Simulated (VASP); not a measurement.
A run of VASP 6.6.1:

File INCAR:

```
SYSTEM = Cs2InAgBr6
PREC = Accurate ; ENCUT = 520
EDIFF = 1E-7 ; ISMEAR = -1
SIGMA = 0.05 ; LREAL = .FALSE.
LASPH = .TRUE. ; NELM = 80
ALGO = Normal ; ISIF = 2
LWAVE = .FALSE. ; LCHARG = .FALSE.
GGA = PS ; NBANDS = 53
```

Contents of KPOINTS:

```
Automatic mesh
0
G
  4 4 4
  0 0 0
```

File POSCAR:

```
Cs2InAgBr6
1.0
    0.0000000000      5.5743324490      5.5743324490
    5.5743324490      0.0000000000      5.5743324490
    5.5743324490      5.5743324490      0.0000000000
Cs In Ag Br
2 1 1 6
Direct
    0.2500000000      0.2500000000      0.2500000000
    0.7500000000      0.7500000000      0.7500000000
    0.0000000000      0.0000000000      0.0000000000
    0.5000000000      0.5000000000      0.5000000000
    0.7559950000      0.7559950000      0.2440050000
    0.7559950000      0.2440050000      0.7559950000
    0.2440050000      0.7559950000      0.2440050000
    0.2440050000      0.7559950000      0.7559950000
    0.2440050000      0.2440050000      0.7559950000
    0.7559950000      0.2440050000      0.2440050000
```

Potentials or basis: VASP PAW PBE potentials, release 64 (Cs_sv, In_d, Ag, Br).

Command:

```bash
$ cat potpaw_PBE.64/Cs_sv/POTCAR potpaw_PBE.64/In_d/POTCAR potpaw_PBE.64/Ag/POTCAR potpaw_PBE.64/Br/POTCAR > POTCAR
$ mpirun -np 1 vasp_std > vasp.out
```

Hardware: 1 thread of Intel(R) Xeon(R) Platinum 8259CL CPU @ 2.50GHz (Skylake/Cascade Lake), on a shared host.

Q: How long does it take, and how much memory?

A: Run time: 4 min on 1 thread of Intel(R) Xeon(R) Platinum 8259CL CPU @ 2.50GHz (Skylake/Cascade Lake), on a shared host, peak memory 0.59 GiB. Counts: scf iterations 15, k points 8.
